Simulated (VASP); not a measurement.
Here is a VASP 6.6.1 calculation.

The input INCAR:

```
SYSTEM = Al2O3
  PREC = Accurate
  ENCUT = 910
  EDIFF = 1E-6
  ISMEAR = 0
  SIGMA = 0.1
  LREAL = .False.
  LASPH = .True.
  NELM = 120
  ALGO = Normal
  ISIF = 2
  LWAVE = .False.
  LCHARG = .False.
  GGA = CA
  NBANDS = 35
  GGA_COMPAT = .False.
```

File KPOINTS:

```
regular mesh
0
Gamma
  6 6 6
  0 0 0
```

Contents of POSCAR:

```
Al2O3
1.0
    2.3373135157      1.3494485874      4.2420233090
   -2.3373135157      1.3494485874      4.2420233090
    0.0000000000     -2.6988971749      4.2420233089
Al O
4 6
Direct
    0.3519619572      0.3519619572      0.3519619572
    0.1480380428      0.1480380428      0.1480380428
    0.6480380428      0.6480380428      0.6480380428
    0.8519619572      0.8519619572      0.8519619572
    0.5562503171      0.9437496829      0.2500000000
    0.2500000000      0.5562503171      0.9437496829
    0.9437496829      0.2500000000      0.5562503171
    0.4437496829      0.0562503171      0.7500000000
    0.7500000000      0.4437496829      0.0562503171
    0.0562503171      0.7500000000      0.4437496829
```

Potentials or basis: VASP PAW LDA potentials, release 64 (Al, O_h).

Run with:

```sh
$ cat potpaw_LDA.64/Al/POTCAR potpaw_LDA.64/O_h/POTCAR > POTCAR
$ mpirun -np 1 vasp_std > vasp.out
```

Question: Predict the band gap on the k mesh.

Answer: 6.89 eV.

Question: Estimate the pressure.

Answer: 10.5 GPa.

Question: Estimate the largest force.

Answer: 0.023 eV/Å.

Stress tensor (GPa, compression positive):
```
10.56  0.00  0.00
 0.00 10.56  0.00
 0.00  0.00 10.31
```

Caveat: the cutoff is under 1.25 times the usual one of these potentials, so pressure, stress and relaxed cells hold a basis-set (Pulay) error; the cell stands under pressure. A k mesh can miss the band edges.
